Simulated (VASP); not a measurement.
# Ti (P6_3/mmc) in VASP: further runs, part 2 of 2

VASP 6.6.1.

**3. Relaxation of cell and atoms, PBEsol**

This run uses another cell than the first one, of 17.65 Å³/atom, 1.056 times its volume.

File INCAR:

```
PREC = Accurate ; ENCUT = 600
EDIFF = 1E-6 ; ISMEAR = 0
SIGMA = 0.05 ; LREAL = False
LASPH = True ; NELM = 100
ALGO = Normal ; ISIF = 3
LWAVE = False ; LCHARG = False
GGA = PS ; IBRION = 2
NSW = 80 ; EDIFFG = -0.01
```

File KPOINTS:

```
regular mesh
0
Gamma
  16 16 10
```

File POSCAR:

```
Ti
1.0
    2.9500000000      0.0000000000      0.0000000000
   -1.4750000000      2.5547749412      0.0000000000
    0.0000000000      0.0000000000      4.6846000000
Ti
2
Direct
    0.3333333333      0.6666666667      0.7500000000
    0.6666666667      0.3333333333      0.2500000000
```

Potentials or basis: VASP PAW PBE potentials, release 64 (Ti_sv).

Started as:

```console
$ cat potpaw_PBE.64/Ti_sv/POTCAR > POTCAR
$ mpirun -np 1 vasp_std > vasp.out
```

OUTCAR:

```text
PREC = Accurate
   ENCUT = 600
   EDIFF = 1E-6
   ISMEAR = 0
   LREAL = False
   LASPH = True
   NELM = 100
   ISIF = 3
   GGA = PS
   IBRION = 2
   NSW = 80
   EDIFFG = -0.01

 ion  position               nearest neighbor table
   1  0.333  0.667  0.750-   2 2.90   2 2.90   2 2.90   2 2.90   2 2.90   2 2.90
   2  0.667  0.333  0.250-   1 2.90   1 2.90   1 2.90   1 2.90   1 2.90   1 2.90

  LATTYP: Found a hexagonal cell.
 ALAT       =     2.9500000000
 C/A-ratio  =     1.5880000000

  Lattice vectors:

 A1 = (   2.9500000000,   0.0000000000,   0.0000000000)
 A2 = (  -1.4750000000,   2.5547749412,   0.0000000000)
 A3 = (   0.0000000000,   0.0000000000,   4.6846000000)

[... 465 lines left out ...]

 number of electron      23.9999998 magnetization

 Free energy of the ion-electron system (eV)
  ---------------------------------------------------
  ext. energy  EPLUGINS =         0.00000000
  ---------------------------------------------------
  free energy    TOTEN  =       -16.68054657 eV

  energy without entropy =      -16.67791437  energy(sigma->0) =      -16.67923047

 E-fermi :   8.6622     XC(G=0): -11.8335

 val. band max:        8.6580806250   @ k =   0.0625   0.0000   0.5000
 cond. band min:       8.6689324144   @ k =   0.3125   0.3125   0.3000
 fundamental gap:      0.0108517895
 Fermi energy:         8.6621952827

 k-point     1 :       0.0000    0.0000    0.0000
  band No.  band energies     occupation
      1     -47.9102      2.00000
      2     -47.7441      2.00000
      3     -24.6574      2.00000
      4     -23.9137      2.00000
      5     -23.9137      2.00000
      6     -23.8339      2.00000
[... 433 lines left out ...]
      3     -24.3663      2.00000
      4     -24.3145      2.00000
      5     -24.2583      2.00000
      6     -24.0731      2.00000
[... 8 lines left out ...]
     15       9.6200      0.00000
     16      11.0862      0.00000

 [... further k-points ...]
[... 5 lines left out ...]
  --------------------------------------------------------------------------------------
  -------------------------------------------------------------------------------------
  Total        0.0091186      0.0091186      0.0196310      0.0000000      0.0000000      0.0000000
  in kB        0.4382836      0.4382836      0.9435562      0.0000000      0.0000000      0.0000000
  external PRESSURE =       0.6067078 kB  Pullay stress =       0.0000000 kB
[... 17 lines left out ...]
  FREE ENERGIE OF THE ION-ELECTRON SYSTEM (eV)
  ---------------------------------------------------
  free  energy   TOTEN  =       -16.6805465745 eV

  energy  without entropy=      -16.6779143705  energy(sigma->0) =      -16.67923047

 reached required accuracy - stopping structural energy minimisation
```

CONTCAR:

```text
Ti
   1.00000000000000
     2.8983585653214323   -0.0000000000000000   -0.0000000000000000
    -1.4491792826607162    2.5100521468785959    0.0000000000000000
     0.0000000000000000   -0.0000000000000000    4.5819475534251701
  Ti
     2
Direct
     0.3333333332999970    0.6666666667000030    0.7500000000000000
     0.6666666667000030    0.3333333332999970    0.2500000000000000

  0.00000000E+00  0.00000000E+00  0.00000000E+00
  0.00000000E+00  0.00000000E+00  0.00000000E+00
```

Wall time 5.2 min (1 thread of Intel Xeon Platinum 8488C (Sapphire Rapids), shared host); peak memory 0.25 GiB.

What came out:

```
Free energy                            : -16.6805 eV
Relaxed volume                         : 16.67 Å³/atom
Relaxed cell                           : a = 2.898 Å, b = 2.898 Å, c = 4.582 Å, α = 90.00°, β = 90.00°, γ = 120.00°
Space group after relaxing (to 0.05 Å) : P6_3/mmc (No. 194)
Energy gained by relaxing              : 19.5 meV/atom
Ionic steps                            : 9
Pressure after relaxing                : 0.1 GPa
Band gap on the k mesh                 : zero (band 12 reaches 9.44 eV, above the bottom of band 13 at 8.36 eV)
```

Step by step:
```
step  energy change (eV)  largest force (eV/Å)  pressure (GPa)  volume (Å³)
   1              0.0000                0.0000           -6.06        35.31
   2             -0.0178                0.0000            5.21        32.00
   3             -0.0391                0.0000           -0.01        33.35
   4             -0.0390                0.0000            0.11        33.31
   5             -0.0391                0.0000           -0.08        33.36
   6             -0.0391                0.0000           -0.04        33.36
   7             -0.0391                0.0000           -0.07        33.35
   8             -0.0391                0.0000            0.11        33.32
   9             -0.0391                0.0000            0.06        33.33
```

Final structure:
```
Ti
1.0
     2.89836    0.00000    0.00000
    -1.44918    2.51005    0.00000
     0.00000    0.00000    4.58195
Ti
2
Direct
  0.33333 0.66667 0.75000
  0.66667 0.33333 0.25000
```

Caveat: the PAW data sets were made with another functional, which shifts forces and pressure a little.
